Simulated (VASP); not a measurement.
# NbAs (I4_1md) in VASP: settings compared, part 2 of 2

VASP 6.6.1. The steps go on from the part before.

### 3 Single point, LDA+U

Input file INCAR:

```
SYSTEM = NbAs
PREC = Accurate ; ENCUT = 520
EDIFF = 1E-7 ; ISMEAR = -1
SIGMA = 0.05 ; LREAL = .False.
LASPH = .True. ; NELM = 150
ALGO = Normal ; ISIF = 2
LWAVE = .False. ; LCHARG = .False.
LMAXMIX = 4 ; LDAU = .True.
LDAUTYPE = 2 ; LDAUL = 2 -1
LDAUU = 2 0 ; LDAUJ = 0 0
LDAUPRINT = 1 ; GGA = CA
NBANDS = 26
```

Input file KPOINTS:

```
regular mesh
0
Gamma
  11 11 11
  0 0 0
```

Input file POSCAR:

```
NbAs
1.0
   -1.7258500000      1.7258500000      5.8400000000
    1.7258500000     -1.7258500000      5.8400000000
    1.7258500000      1.7258500000     -5.8400000000
Nb As
2 2
Direct
    0.5000000000      0.0000000000      0.5000000000
    0.7500000000      0.7500000000      0.0000000000
    0.9160000000      0.4160000000      0.5000000000
    0.1660000000      0.1660000000      0.0000000000
```

Potentials or basis: VASP PAW LDA potentials, release 64 (Nb_sv, As).

The run is started by

```
> cat potpaw_LDA.64/Nb_sv/POTCAR potpaw_LDA.64/As/POTCAR > POTCAR
> mpirun -np 1 vasp_std > vasp.out
```

OUTCAR:

```text
SYSTEM = NbAs
   PREC = Accurate
   ENCUT = 520
   EDIFF = 1E-7
   ISMEAR = -1
   LREAL = .False.
   LASPH = .True.
   NELM = 150
   ISIF = 2
   GGA = CA

 ion  position               nearest neighbor table
   1  0.500  0.000  0.500-   4 2.60   4 2.60   3 2.63   3 2.63   3 2.63   3 2.63
   2  0.750  0.750  0.000-   3 2.60   3 2.60   4 2.63   4 2.63   4 2.63   4 2.63
   3  0.916  0.416  0.500-   2 2.60   2 2.60   1 2.63   1 2.63   1 2.63   1 2.63
   4  0.166  0.166  0.000-   1 2.60   1 2.60   2 2.63   2 2.63   2 2.63   2 2.63

  LATTYP: Found a body centered tetragonal cell.
 ALAT       =     3.4517000000
 C/A-ratio  =     3.3838398470

  Lattice vectors:

 A1 = (  -1.7258500000,   1.7258500000,   5.8400000000)
 A2 = (   1.7258500000,  -1.7258500000,   5.8400000000)
 A3 = (   1.7258500000,   1.7258500000,  -5.8400000000)

Analysis of symmetry for initial positions (statically):
=====================================================================
 Subroutine PRICEL returns:
 Original cell was already a primitive cell.

 Routine SETGRP: Setting up the symmetry group for a
 body centered tetragonal supercell.

 Subroutine GETGRP returns: Found  8 space group operations
 (whereof  4 operations were pure point group operations)
 out of a pool of 16 trial point group operations.

The static configuration has the point symmetry C_2v.
 The point group associated with its full space group is C_4v.

Analysis of symmetry for dynamics (positions and initial velocities):
=====================================================================
 Subroutine PRICEL returns:
 Original cell was already a primitive cell.

 Routine SETGRP: Setting up the symmetry group for a
 body centered tetragonal supercell.

 Subroutine GETGRP returns: Found  8 space group operations
 (whereof  4 operations were pure point group operations)
 out of a pool of 16 trial point group operations.

The dynamic configuration has the point symmetry C_2v.
 The point group associated with its full space group is C_4v.

 Subroutine INISYM returns: Found  8 space group operations
 (whereof  4 operations are pure point group operations),
 and found     1 'primitive' translations

----------------------------------------------------------------------------------------

                                     Primitive cell

  volume of cell :      69.5791

  direct lattice vectors                    reciprocal lattice vectors
    -1.725850000  1.725850000  5.840000000     0.000000000  0.289712316  0.085616438
[... 155 lines left out ...]
  o =  0.2341  v =  0.0000  1.0000 -0.0000  0.0000  0.0000  0.0000  0.0000  0.0000  0.0000  0.0000      0.0000  0.0000  0.0000  0.0000  0.0000  0.0000  0.0000  0.0000  0.0000  0.0000
  o =  0.2341  v =  0.0000  0.0000  0.0000  0.0000  0.0000  0.0000  1.0000 -0.0000  0.0000  0.0000      0.0000  0.0000  0.0000  0.0000  0.0000  0.0000  0.0000  0.0000  0.0000  0.0000
  o =  0.2416  v =  1.0000  0.0000  0.0000  0.0000  0.0000  0.0000  0.0000  0.0000  0.0000  0.0000      0.0000  0.0000  0.0000  0.0000  0.0000  0.0000  0.0000  0.0000  0.0000  0.0000
  o =  0.2416  v =  0.0000  0.0000  0.0000  0.0000  0.0000  1.0000  0.0000  0.0000  0.0000  0.0000      0.0000  0.0000  0.0000  0.0000  0.0000  0.0000  0.0000  0.0000  0.0000  0.0000
  o =  0.2419  v =  0.0000  0.0000  0.0000  0.0000  0.0000  0.0000 -0.0000 -0.0000  1.0000  0.0000      0.0000  0.0000  0.0000  0.0000  0.0000  0.0000  0.0000  0.0000  0.0000  0.0000
  o =  0.2419  v =  0.0000 -0.0000 -0.0000  1.0000  0.0000  0.0000  0.0000  0.0000  0.0000  0.0000      0.0000  0.0000  0.0000  0.0000  0.0000  0.0000  0.0000  0.0000  0.0000  0.0000
  o =  0.2448  v =  0.0000  0.0000  0.0000  0.0000  0.0000  0.0000 -0.0000 -0.9975 -0.0000  0.0713      0.0000  0.0000  0.0000  0.0000  0.0000  0.0000  0.0000  0.0000  0.0000  0.0000
  o =  0.2448  v =  0.0000 -0.0000 -0.9975 -0.0000  0.0713  0.0000  0.0000  0.0000  0.0000  0.0000      0.0000  0.0000  0.0000  0.0000  0.0000  0.0000  0.0000  0.0000  0.0000  0.0000

atom =   2  type =  1  l = 2

 onsite density matrix

spin component  1

  0.2416  0.0000  0.0000 -0.0000  0.0000
  0.0000  0.2419 -0.0000 -0.0000  0.0000
  0.0000 -0.0000  0.2446  0.0000  0.0020
 -0.0000 -0.0000  0.0000  0.2341  0.0000
  0.0000  0.0000  0.0020  0.0000  0.2168

spin component  2

  0.2416  0.0000  0.0000 -0.0000  0.0000
  0.0000  0.2419 -0.0000 -0.0000  0.0000
  0.0000 -0.0000  0.2446  0.0000  0.0020
 -0.0000 -0.0000  0.0000  0.2341  0.0000
  0.0000  0.0000  0.0020  0.0000  0.2168

 occupancies and eigenvectors

  o =  0.2167  v =  0.0000  0.0000  0.0713  0.0000 -0.9975  0.0000  0.0000  0.0000  0.0000  0.0000      0.0000  0.0000  0.0000  0.0000  0.0000  0.0000  0.0000  0.0000  0.0000  0.0000
  o =  0.2167  v =  0.0000  0.0000  0.0000  0.0000  0.0000  0.0000  0.0000  0.0713  0.0000 -0.9975      0.0000  0.0000  0.0000  0.0000  0.0000  0.0000  0.0000  0.0000  0.0000  0.0000
  o =  0.2341  v =  0.0000  0.0000 -0.0000 -1.0000 -0.0000  0.0000  0.0000  0.0000  0.0000  0.0000      0.0000  0.0000  0.0000  0.0000  0.0000  0.0000  0.0000  0.0000  0.0000  0.0000
  o =  0.2341  v =  0.0000  0.0000  0.0000  0.0000  0.0000  0.0000  0.0000 -0.0000 -1.0000 -0.0000      0.0000  0.0000  0.0000  0.0000  0.0000  0.0000  0.0000  0.0000  0.0000  0.0000
  o =  0.2416  v =  1.0000  0.0000  0.0000  0.0000  0.0000  0.0000  0.0000  0.0000  0.0000  0.0000      0.0000  0.0000  0.0000  0.0000  0.0000  0.0000  0.0000  0.0000  0.0000  0.0000
  o =  0.2416  v =  0.0000  0.0000  0.0000  0.0000  0.0000  1.0000  0.0000  0.0000  0.0000  0.0000      0.0000  0.0000  0.0000  0.0000  0.0000  0.0000  0.0000  0.0000  0.0000  0.0000
  o =  0.2419  v =  0.0000  0.0000  0.0000  0.0000  0.0000  0.0000 -1.0000 -0.0000 -0.0000 -0.0000      0.0000  0.0000  0.0000  0.0000  0.0000  0.0000  0.0000  0.0000  0.0000  0.0000
  o =  0.2419  v =  0.0000 -1.0000 -0.0000 -0.0000 -0.0000  0.0000  0.0000  0.0000  0.0000  0.0000      0.0000  0.0000  0.0000  0.0000  0.0000  0.0000  0.0000  0.0000  0.0000  0.0000
  o =  0.2448  v =  0.0000  0.0000  0.0000  0.0000  0.0000  0.0000  0.0000 -0.9975  0.0000 -0.0713      0.0000  0.0000  0.0000  0.0000  0.0000  0.0000  0.0000  0.0000  0.0000  0.0000
  o =  0.2448  v =  0.0000  0.0000 -0.9975  0.0000 -0.0713  0.0000  0.0000  0.0000  0.0000  0.0000      0.0000  0.0000  0.0000  0.0000  0.0000  0.0000  0.0000  0.0000  0.0000  0.0000

 number of electron      35.9999999 magnetization

 Free energy of the ion-electron system (eV)
  ---------------------------------------------------
  ext. energy  EPLUGINS =         0.00000000
  ---------------------------------------------------
  free energy    TOTEN  =       -32.64063773 eV

  energy without entropy =      -32.63486999  energy(sigma->0) =      -32.63775386

 E-fermi :   9.7652     XC(G=0): -12.0266

 val. band max:        9.7630717709   @ k =  -0.0909   0.4545   0.0909
 cond. band min:       9.7856239031   @ k =  -0.1818  -0.4545   0.1818
 fundamental gap:      0.0225521322
 Fermi energy:         9.7651918086

 k-point     1 :       0.0000    0.0000    0.0000
  band No.  band energies     occupation
      1     -45.5039      2.00000
      2     -45.4751      2.00000
      3     -21.8636      2.00000
      4     -21.7663      2.00000
      5     -21.7663      2.00000
      6     -21.6013      2.00000
[... 685 lines left out ...]
     25      13.5047      0.00000
     26      14.9536      0.00000

 [... further k-points ...]

------------------------ aborting loop because EDIFF is reached ----------------------------------------

  FORCE on cell =-STRESS in cart. coord.  units (eV):
  Direction    XX          YY          ZZ          XY          YZ          ZX
  --------------------------------------------------------------------------------------
  -------------------------------------------------------------------------------------
  Total       -1.3664017     -1.3664017     -0.8086342      0.0000000      0.0000000      0.0000000
  in kB      -31.4637182    -31.4637182    -18.6201753      0.0000000      0.0000000      0.0000000
  external PRESSURE =     -27.1825372 kB  Pullay stress =       0.0000000 kB

 VOLUME and BASIS-vectors are now :
 -----------------------------------------------------------------------------
  energy-cutoff  :      520.00
  volume of cell :       69.58
      direct lattice vectors                 reciprocal lattice vectors
    -1.725850000  1.725850000  5.840000000     0.000000000  0.289712316  0.085616438
     1.725850000 -1.725850000  5.840000000     0.289712316  0.000000000  0.085616438
     1.725850000  1.725850000 -5.840000000     0.289712316  0.289712316  0.000000000

 POSITION                                       TOTAL-FORCE (eV/Angst)
 -----------------------------------------------------------------------------------
      0.00000      1.72585      0.00000        -0.000000      0.000000     -0.283949
      0.00000      0.00000      8.76000         0.000000     -0.000000     -0.283949
      0.00000      1.72585      4.85888         0.000000      0.000000      0.283949
      0.00000      0.00000      1.93888         0.000000      0.000000      0.283949
 -----------------------------------------------------------------------------------
    total drift:                               -0.000000     -0.000000      0.000162

  FREE ENERGIE OF THE ION-ELECTRON SYSTEM (eV)
  ---------------------------------------------------
  free  energy   TOTEN  =       -32.6406377263 eV

  energy  without entropy=      -32.6348699924  energy(sigma->0) =      -32.63775386
```

OSZICAR:

```text
N       E                     dE             d eps       ncg     rms          rms(c)
DAV:   1     0.375741096340E+03    0.37574E+03   -0.18772E+04  6552   0.138E+03
DAV:   2    -0.379756382890E+01   -0.37954E+03   -0.36867E+03  8616   0.553E+02
DAV:   3    -0.331623882648E+02   -0.29365E+02   -0.28992E+02 12136   0.116E+02
DAV:   4    -0.349756590870E+02   -0.18133E+01   -0.18015E+01 10616   0.215E+01
DAV:   5    -0.350522357801E+02   -0.76577E-01   -0.76526E-01 11464   0.511E+00    0.916E+00
DAV:   6    -0.326807348398E+02    0.23715E+01   -0.77009E+00 10840   0.212E+01    0.281E+00
DAV:   7    -0.326609793677E+02    0.19755E-01   -0.47506E-01 11000   0.428E+00    0.186E+00
DAV:   8    -0.326405459005E+02    0.20433E-01   -0.73738E-02 10256   0.162E+00    0.354E-01
DAV:   9    -0.326405646540E+02   -0.18754E-04   -0.67198E-03 11560   0.590E-01    0.232E-01
DAV:  10    -0.326406429736E+02   -0.78320E-04   -0.11905E-03  9408   0.314E-01    0.226E-02
DAV:  11    -0.326406384377E+02    0.45360E-05   -0.73614E-05 10824   0.823E-02    0.134E-02
DAV:  12    -0.326406377585E+02    0.67920E-06   -0.30619E-06 10552   0.186E-02    0.240E-03
DAV:  13    -0.326406377263E+02    0.32197E-07   -0.10859E-07  6856   0.353E-03
   1 F= -.32640638E+02 E0= -.32637754E+02  d E =-.576773E-02
```

stdout:

```text
POSCAR found type information on POSCAR NbAs
 POSCAR found :  2 types and       4 ions
 scaLAPACK will be used
 LDA part: xc-table for (Slater(with rela. corr.)+CA(PZ))
 , standard interpolation
 POSCAR, INCAR and KPOINTS ok, starting setup
 FFT: planning ... GRIDC
 FFT: planning ... GRID_SOFT
 FFT: planning ... GRID
 WAVECAR not read
 entering main loop
```

Wall time 3 min (1 thread of Intel Xeon 6975P-C (Granite Rapids), shared host); peak memory 0.39 GiB.

Results:

- Free energy: -32.6406 eV
- Pressure: -2.7 GPa
- Largest force: 0.284 eV/Å
- Band gap on the k mesh: zero (bands 18 and 19 overlap by 0.02 eV)

Forces on the atoms (eV/Å):
```
Nb   0.000  0.000 -0.284
Nb   0.000  0.000 -0.284
As   0.000  0.000  0.284
As   0.000  0.000  0.284
```

Stress tensor (GPa, compression positive):
```
-3.15  0.00  0.00
 0.00 -3.15  0.00
 0.00  0.00 -1.86
```

Levels at points of the mesh, in eV from the Fermi level:
```tsv
k point	band 16	band 17	band 18	band 19	band 20	band 21
(0.00, 0.00, 0.00)	-1.70	-1.45	-1.45	0.75	1.34	2.38
```

Eigenvalues of the final occupation matrices:
```tsv
site	spin	trace	eigenvalues
site 1 d	1	1.18	0.22 0.23 0.24 0.24 0.24
site 1 d	2	1.18	0.22 0.23 0.24 0.24 0.24
site 2 d	1	1.18	0.22 0.23 0.24 0.24 0.24
site 2 d	2	1.18	0.22 0.23 0.24 0.24 0.24
```

Caveat: U without spin polarisation on a metal has little footing; the U is typed as a test and isn't derived for this compound.

The gap in the log of VASP goes by the Fermi energy; the results here count the filled bands.